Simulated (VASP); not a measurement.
Input of a VASP 6.6.1 run:

Contents of INCAR:

```
SYSTEM = Ti2SiSe2
ALGO     = Normal         ! electronic algorithm
EDIFF    = 1E-6           ! SCF threshold, eV
ENCUT    = 520            ! plane-wave cutoff, eV
GGA      = PE             ! functional
ISIF     = 2              ! what is computed and relaxed
ISMEAR   = 0              ! smearing method
ISPIN    = 2              ! spin polarisation
LASPH    = .TRUE.         ! aspherical terms in the spheres
LCHARG   = .FALSE.        ! write CHGCAR
LMAXMIX  = 4              ! l up to which the mixer works
LORBIT   = 11             ! projections on sites
LREAL    = .FALSE.        ! projectors in reciprocal space
LWAVE    = .FALSE.        ! write WAVECAR
MAGMOM   = 1 1 1 1 0 0 0 0 0 0 ! initial moments
NBANDS   = 55             ! bands
NELM     = 150            ! most SCF steps
PREC     = Accurate       ! precision mode
SIGMA    = 0.1            ! smearing width, eV
```

The input KPOINTS:

```
k-points
0
G
  2 2 6
  0 0 0
```

POSCAR

```
Ti2SiSe2
1.0
    7.5942441100      0.0000000000      0.0000000000
    0.0000000000      7.5942441100      0.0000000000
    0.0000000000      0.0000000000      3.5526726900
Ti Si Se
4 2 4
Direct
    0.8275080300      0.3275080300      0.5000000000
    0.6724919700      0.8275080300      0.5000000000
    0.3275080300      0.1724919700      0.5000000000
    0.1724919700      0.6724919700      0.5000000000
    0.0000000000      0.0000000000      0.0000000000
    0.5000000000      0.5000000000      0.0000000000
    0.1282924300      0.3717075700      0.0000000000
    0.3717075700      0.8717075700      0.0000000000
    0.6282924300      0.1282924300      0.0000000000
    0.8717075700      0.6282924300      0.0000000000
```

Potentials or basis: VASP PAW PBE potentials, release 64 (Ti_sv, Si, Se).

The run is started by

```bash
$ cat potpaw_PBE.64/Ti_sv/POTCAR potpaw_PBE.64/Si/POTCAR potpaw_PBE.64/Se/POTCAR > POTCAR
$ mpirun -np 1 vasp_std > vasp.out
```

Problem. What does it give for the largest force?

Solution. 1.424 eV/Å.

Problem. Estimate the net moment.

Solution. 0.85 μB per cell.

Problem. What does it give for the pressure?

Solution. -11.4 GPa.

Forces on the atoms (eV/Å):
```
Ti   0.335  0.335  0.000
Ti  -0.335  0.335  0.000
Ti   0.335 -0.335  0.000
Ti  -0.335 -0.335  0.000
Si   0.000  0.000  0.000
Si   0.000  0.000  0.000
Se   1.007 -1.007  0.000
Se  -1.007 -1.007  0.000
Se   1.007  1.007  0.000
Se  -1.007  1.007  0.000
```

Caveat: the k points lie up to 0.41 Å⁻¹ apart; forces of over 1 eV/Å act on the atoms, so gaps and moduli don't describe the material at rest.
